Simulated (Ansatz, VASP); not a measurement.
## One calculation of GaCuC4N4, two programs

INCAR

```
SYSTEM = GaCuC4N4
PREC = Accurate
ENCUT = 520
EDIFF = 1E-6
ISMEAR = 0
SIGMA = 0.1
LREAL = .False.
LASPH = .True.
NELM = 150
ALGO = Normal
ISIF = 2
LWAVE = .False.
LCHARG = .True.
ISPIN = 2
MAGMOM = 0 1 0 0 0 0 0 0 0 0
LORBIT = 11
LMAXMIX = 4
GGA = PE
LELF = .True.
LVHAR = .True.
NBANDS = 45
```

File KPOINTS:

```
Automatic mesh
0
Gamma
  4 4 4
  0 0 0
```

File POSCAR:

```
GaCuC4N4
1.0
    5.8566411300      0.0000000000      0.0000000000
    0.0000000000      5.8566411300      0.0000000000
    0.0000000000      0.0000000000      5.8566411300
Ga Cu C N
1 1 4 4
Direct
    0.5000000000      0.5000000000      0.5000000000
    0.0000000000      0.0000000000      0.0000000000
    0.1889787100      0.1889787100      0.1889787100
    0.1889787100      0.8110212900      0.8110212900
    0.8110212900      0.1889787100      0.8110212900
    0.8110212900      0.8110212900      0.1889787100
    0.3043178200      0.3043178200      0.3043178200
    0.3043178200      0.6956821800      0.6956821800
    0.6956821800      0.3043178200      0.6956821800
    0.6956821800      0.6956821800      0.3043178200
```

Input for Ansatz:

```yaml
crystal:
  lattice:
    - [5.85664113, 0.0, 0.0]
    - [0.0, 5.85664113, 0.0]
    - [0.0, 0.0, 5.85664113]
  atoms:
    - { symbol: Ga, position: [0.5, 0.5, 0.5] }
    - { symbol: Cu, position: [0.0, 0.0, 0.0], spin: 1.0 }
    - { symbol: C, position: [0.18897871, 0.18897871, 0.18897871] }
    - { symbol: C, position: [0.18897871, 0.81102129, 0.81102129] }
    - { symbol: C, position: [0.81102129, 0.18897871, 0.81102129] }
    - { symbol: C, position: [0.81102129, 0.81102129, 0.18897871] }
    - { symbol: "N", position: [0.30431782, 0.30431782, 0.30431782] }
    - { symbol: "N", position: [0.30431782, 0.69568218, 0.69568218] }
    - { symbol: "N", position: [0.69568218, 0.30431782, 0.69568218] }
    - { symbol: "N", position: [0.69568218, 0.69568218, 0.30431782] }
basis:
  ecutwfc: 420
kpoints:
  mp_grid: { grid: [4, 4, 4] }
hamiltonian:
  xc: pbe
scf:
  occupations: { method: gaussian, width: 0.1 }
  lower_state_search: "off"
output:
  forces: true
  stress: true
  eigenvalues: true
  populations: true
magnetization:
  spin_polarized: true
```

Alike in both runs: task single point; functional PBE; k mesh 4 × 4 × 4; occupations gaussian, width 0.1 eV; collinear spin.

```csv
,VASP,Ansatz
version,VASP 6.6.1,Ansatz 0.2.0
potentials or method,"VASP PAW PBE potentials, release 64 (Ga_d, Cu, C, N), cutoff 520 eV","scalar-relativistic, plane waves, PAW"
valence electrons in the cell,60,68
```

```csv
,VASP,Ansatz,Ansatz less VASP
gap on the k mesh at the Fermi level (eV),3.88,3.87,-0.014
least direct gap on the mesh (eV),3.96,3.95,-0.013
pressure (GPa),-2.1,-2.5,-0.48
rms of the force components (eV/Å),0.852,0.697,-0.1551
net moment per atom (μB),0.00,0.00,0.000
```

Atom by atom the forces differ by 0.176 eV/Å (rms over components). VASP's potentials hold 60 valence electrons a cell and Ansatz's 68, so a difference there can come from the potentials and not from the codes. Ansatz's warnings: seeded moment not kept.

Noted on VASP's run: the standard files for N, O and F lose accuracy on very short bonds.
